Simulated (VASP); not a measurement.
Wanted: the native input for a VASP 6.6.1 run.

```
Task                   : single point
Functional             : PBE
Potentials or basis    : VASP PAW PBE potentials, release 64 (W_sv, Ge_d)
Cutoff                 : 520 eV
k mesh                 : 12 × 12 × 7
Occupations            : fermi-dirac, width 0.05 eV
Spin                   : no spin polarisation
Dipole correction      : no
Further INCAR settings : ALGO = Normal; EDIFF = 1e-06; NBANDS = 36
```

The structure of GeW (NiAs type) lies in POSCAR:

```
GeW
1.0
    2.3537584126      0.0000000000      0.0000000000
   -1.1768792063      2.0384145797      0.0000000000
    0.0000000000      0.0000000000      6.9187941017
W Ge
2 2
Direct
    0.0000000000      0.0000000000      0.0000000000
    0.0000000000      0.0000000000      0.5000000000
    0.3333333333      0.6666666667      0.2500000000
    0.6666666667      0.3333333333      0.7500000000
```

The input as run:

INCAR

```
SYSTEM = GeW
PREC = Accurate ; ENCUT = 520
EDIFF = 1E-6 ; ISMEAR = -1
SIGMA = 0.05 ; LREAL = .False.
LASPH = .True. ; NELM = 100
ALGO = Normal ; ISIF = 2
LWAVE = .False. ; LCHARG = .False.
GGA = PE ; NBANDS = 36
```

KPOINTS

```
Automatic mesh
0
Gamma
  12 12 7
  0 0 0
```

Potentials or basis: VASP PAW PBE potentials, release 64 (W_sv, Ge_d).

Run with:

```sh
$ cat potpaw_PBE.64/W_sv/POTCAR potpaw_PBE.64/Ge_d/POTCAR > POTCAR
$ mpirun -np 1 vasp_std > vasp.out
```

Results of the run:

```
Pressure               : 532.1 GPa
Band gap on the k mesh : zero (band 28 reaches 22.61 eV, above the bottom of band 29 at 20.60 eV)
```

Caveat: spin-orbit coupling is left out, which moves the levels of the heavy elements.

Run time: 63 s on 1 thread of Intel(R) Xeon(R) Platinum 8375C CPU @ 2.90GHz (Ice Lake), with other jobs on the host, peak memory 0.2 GiB.
